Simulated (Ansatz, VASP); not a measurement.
Sb in VASP and in Ansatz

INCAR

```
SYSTEM = Sb
PREC = Accurate
ENCUT = 520
EDIFF = 1E-8
ISMEAR = -1
SIGMA = 0.05
LREAL = .False.
LASPH = .True.
NELM = 100
ALGO = Normal
ISIF = 2
LWAVE = .False.
LCHARG = .False.
GGA = PE
LEFG = .True.
NBANDS = 8
```

Contents of KPOINTS:

```
Automatic mesh
0
Gamma
  19 19 19
  0 0 0
```

The input POSCAR:

```
Sb
1.0
   -1.4850750000      1.5098750000      2.4800000000
    1.5098750000     -1.4850750000      2.4800000000
    1.5001250000      1.5001250000     -2.4649500000
Sb
1
Direct
    0.0000000000      0.0000000000      0.0000000000
```

Input for Ansatz:

```yaml
crystal:
  lattice:
    - [-1.485075, 1.509875, 2.48]
    - [1.509875, -1.485075, 2.48]
    - [1.500125, 1.500125, -2.46495]
  atoms:
    - { symbol: Sb, position: [0.0, 0.0, 0.0] }
kpoints:
  mp_grid: { grid: [19, 19, 19] }
scf:
  occupations: { method: fermi_dirac, width: 0.05 }
hamiltonian:
  xc: pbe
  pseudopotentials: { kind: all_electron, datasets: crystal }
output:
  forces: true
  stress: true
  eigenvalues: true
  efg: { contact_densities: true }
```

Change from the starting cell: equal xy, yz and zx shear strains of +1 %, crystal datasets.

Alike in both runs: task electric field gradients; functional PBE; k mesh 19 × 19 × 19; occupations fermi-dirac, width 0.05 eV; no spin polarisation.

|  | VASP | Ansatz |
| --- | --- | --- |
| version | VASP 6.6.1 | Ansatz 0.2.0 |
| potentials or method | VASP PAW PBE potentials, release 64 (Sb), cutoff 520 eV | all-electron PAW with datasets made for the crystal, scalar-relativistic |

Ansatz gave:

| Quantity | Value |
| --- | --- |
| pressure (GPa) | 19.3 |
| traceless stress, the component that is largest in VASP (GPa) | -1.33 |
| size of Vzz on the site where it differs most (V/Å²) | 37.8 |

Problem. What did VASP give for the same quantities?

Solution. Pressure (GPa): 19.2; traceless stress, the component that is largest in VASP (GPa): -1.42; size of Vzz on the site where it differs most (V/Å²): 37.2.

Ansatz ran all-electron here, and VASP with PAW potentials.

Spin-orbit coupling is off throughout.
